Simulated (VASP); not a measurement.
Crystal: BaP.

```
Ba P
1.0
     5.02810    0.00000    0.00000
    -2.51405    4.35446    0.00000
     0.00000    0.00000    5.11728
Ba P
1 1
Direct
  0.00000 0.00000 0.00000
  0.00000 0.00000 0.50000
```

The cell was generated, and may not be a known phase.

```yaml
Program: VASP 6.6.1
Task: relaxation of cell and atoms
Functional: PBE
Potentials_or_basis: VASP PAW PBE potentials, release 64 (Ba_sv, P)
Cutoff: 600 eV
k_mesh: 6 × 6 × 4
Occupations: gaussian, width 0.1 eV
Spin: no spin polarisation
```

At the start: pressure 5.8 GPa; volume 56.02 Å³/atom.

Task: Where does the relaxation end?

Result: Over 20 steps the energy falls by 413.7 meV/atom and the volume is 149.27 Å³/atom (+166.5 %); space group P6/mmm (No. 191, to 0.1 Å) before and after.

The path:
```
step  energy change (eV)  largest force (eV/Å)  pressure (GPa)  volume (Å³)
   1              0.0000                0.0000            5.76       112.04
   2             -0.1921                0.0000           -2.13       145.68
   3             -0.6245                0.0000           -0.04       127.93
   4             -0.6279                0.0000            0.28       126.82
   5             -0.6278                0.0000            0.37       126.52
   6             -0.6343                0.0000            0.37       128.59
   7             -0.6539                0.0000            0.35       134.90
   8             -0.6926                0.0000            0.34       147.94
   9             -0.7529                0.0000            0.39       175.72
  10             -0.7944                0.0000            0.53       237.98
  11             -0.7994                0.0000            0.48       241.05
  12             -0.8115                0.0000            0.32       250.40
  13             -0.8241                0.0000            0.05       269.78
  14             -0.8251                0.0000           -0.03       277.05
  15             -0.8251                0.0000           -0.04       277.87
  16             -0.8254                0.0000           -0.04       279.59
  17             -0.8261                0.0000           -0.04       284.77
  18             -0.8269                0.0000           -0.05       295.28
  19             -0.8270                0.0000           -0.05       300.14
  20             -0.8273                0.0000            0.01       298.55
```

Final structure:
```cif
data_structure
_symmetry_space_group_name_H-M 'P 1'
_symmetry_Int_Tables_number 1
_cell_length_a 7.7659
_cell_length_b 7.7659
_cell_length_c 5.7161
_cell_angle_alpha 90.000
_cell_angle_beta 90.000
_cell_angle_gamma 120.000
_cell_volume 298.55
loop_
_atom_site_label
_atom_site_type_symbol
_atom_site_fract_x
_atom_site_fract_y
_atom_site_fract_z
_atom_site_occupancy
Ba1 Ba 0.00000 0.00000 0.00000 1
P1 P 0.00000 0.00000 0.50000 1
```

Caveat: the volume moved by over 15 % at a fixed basis, so the end points are rough; an odd number of electrons without spin polarisation forces a metal; a magnetic or distorted state may lie lower.
